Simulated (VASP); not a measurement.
Here is a VASP 6.6.1 calculation.

The input INCAR:

```
SYSTEM = SmGaTe3
  PREC = Accurate
  ENCUT = 500
  EDIFF = 1E-6
  ISMEAR = 0
  SIGMA = 0.1
  LREAL = .FALSE.
  LASPH = .TRUE.
  NELM = 200
  ALGO = Normal
  ISIF = 2
  LWAVE = .FALSE.
  LCHARG = .FALSE.
  GGA = PE
  NBANDS = 29
  GGA_COMPAT = .FALSE.
  LMAXMIX = 6
```

The input KPOINTS:

```
Automatic mesh
0
G
  4 4 4
  0 0 0
```

The input POSCAR:

```
SmGaTe3
1.0
    5.1362571700      0.0000000000      0.0000000000
    0.0000000000      5.1362571700      0.0000000000
    0.0000000000      0.0000000000      5.1362571700
Sm Ga Te
1 1 3
Direct
    0.0000000000      0.0000000000      0.0000000000
    0.5000000000      0.5000000000      0.5000000000
    0.0000000000      0.5000000000      0.5000000000
    0.5000000000      0.0000000000      0.5000000000
    0.5000000000      0.5000000000      0.0000000000
```

Potentials or basis: VASP PAW PBE potentials, release 64 (Sm_3, Ga_d, Te), 4f in core.

Launch:

```console
$ cat potpaw_PBE.64/Sm_3/POTCAR potpaw_PBE.64/Ga_d/POTCAR potpaw_PBE.64/Te/POTCAR > POTCAR
$ mpirun -np 1 vasp_std > vasp.out
```

Problem. Predict the pressure.

Solution. 8.4 GPa.

Problem. Predict the band gap on the k mesh.

Solution. Zero (bands 21 and 22 overlap by 1.80 eV).

Caveat: the cell stands under pressure; spin-orbit coupling is left out, which moves the levels of the heavy elements; the 4f electrons are frozen in the core, so they carry no moment and show no levels. Spin polarisation is off, so any magnetic state and its effect on volume and gap are missing.
